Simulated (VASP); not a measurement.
A run of VASP 6.6.1:

Contents of INCAR:

```
ALGO = Normal
DIPOL = 0.5 0.5 0.291
EDIFF = 1E-7
ENCUT = 520
GGA = PE
IDIPOL = 3
ISIF = 2
ISMEAR = 0
LASPH = True
LCHARG = False
LDIPOL = True
LREAL = False
LWAVE = False
NBANDS = 19
NELM = 100
PREC = Accurate
SIGMA = 0.1
```

The input KPOINTS:

```
k-points
0
Gamma
  6 6 1
```

POSCAR

```
TiTe2
1.0
    3.7641283511      0.0000000000      0.0000000000
   -1.8820641755      3.2598307751      0.0000000000
    0.0000000000      0.0000000000     30.9291448000
Ti Te
1 2
Direct
    0.0000000000      0.0000000000      0.2909876771
    0.3333333333      0.6666666667      0.2335739382
    0.3333333333      0.6666666667      0.3484014160
```

Potentials or basis: VASP PAW PBE potentials, release 64 (Ti_sv, Te).

The run is started by

```bash
$ cat potpaw_PBE.64/Ti_sv/POTCAR potpaw_PBE.64/Te/POTCAR > POTCAR
$ mpirun -np 1 vasp_std > vasp.out
```

Hardware: 1 thread of Intel(R) Xeon(R) Platinum 8259CL CPU @ 2.50GHz (Skylake/Cascade Lake) (shared host).

**Question.** Estimate the wall time of this run.

**Answer.** Run time: 2.1 min on 1 thread of Intel(R) Xeon(R) Platinum 8259CL CPU @ 2.50GHz (Skylake/Cascade Lake), with other jobs on the host, peak memory 0.47 GiB. Counts: scf iterations 28, k points 7.
